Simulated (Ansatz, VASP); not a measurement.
Two plane-wave programs on Ag

Contents of INCAR:

```
SYSTEM = Ag
PREC     = Accurate       ! precision mode
ENCUT    = 520            ! plane-wave cutoff, eV
EDIFF    = 1E-6           ! SCF threshold, eV
ISMEAR   = -1             ! smearing method
SIGMA    = 0.1            ! smearing width, eV
LREAL    = .FALSE.        ! projectors in reciprocal space
LASPH    = .TRUE.         ! aspherical terms in the spheres
NELM     = 100            ! most SCF steps
ALGO     = Normal         ! electronic algorithm
ISIF     = 2              ! what is computed and relaxed
LWAVE    = .FALSE.        ! write WAVECAR
LCHARG   = .FALSE.        ! write CHGCAR
GGA      = RP             ! functional
NBANDS   = 12             ! bands
```

Contents of KPOINTS:

```
regular mesh
0
G
  21 21 21
  0 0 0
```

Contents of POSCAR:

```
Ag
1.0
    0.0000000000      2.1609302513      2.1609302513
    2.1609302513      0.0000000000      2.1609302513
    2.1609302513      2.1609302513      0.0000000000
Ag
1
Direct
    0.0000000000      0.0000000000      0.0000000000
```

Input for Ansatz:

```yaml
crystal:
  lattice:
    - [0.0, 2.160930249, 2.160930249]
    - [2.160930249, 0.0, 2.160930249]
    - [2.160930249, 2.160930249, 0.0]
  atoms:
    - { symbol: Ag, position: [0.0, 0.0, 0.0] }
hamiltonian:
  xc: rpbe
  pseudopotentials:
    kind: paw
    azcp:
      Ag: "pseudopotentials/Ag.paw.azcp"
basis:
  ecutwfc: 420
  fft_grid_basis: typed
kpoints:
  mp_grid: { grid: [21, 21, 21], shift: [0, 0, 0] }
magnetization:
  spin_polarized: false
scf:
  occupations: { method: fermi_dirac, width: 0.1 }
output:
  stress: true
```

Alike in both runs: task single point; functional RPBE; k mesh 21 × 21 × 21; occupations fermi-dirac, width 0.1 eV; no spin polarisation.

```csv
,VASP,Ansatz
version,VASP 6.6.1,Ansatz 0.2.0
potentials or method,"VASP PAW PBE potentials, release 64 (Ag), cutoff 520 eV","plane waves (420 eV) with PAW, scalar-relativistic"
valence electrons in the cell,11,19
```

```tsv
	VASP	Ansatz	Ansatz less VASP
pressure (GPa)	-4.5	-4.5	+0.01
```

VASP's potentials were made for PBE, not for RPBE. With one functional, cell and mesh, what is left measures potentials, basis and numerics. VASP's potentials hold 11 valence electrons a cell and Ansatz's 19, so a difference there can come from the potentials and not from the codes.
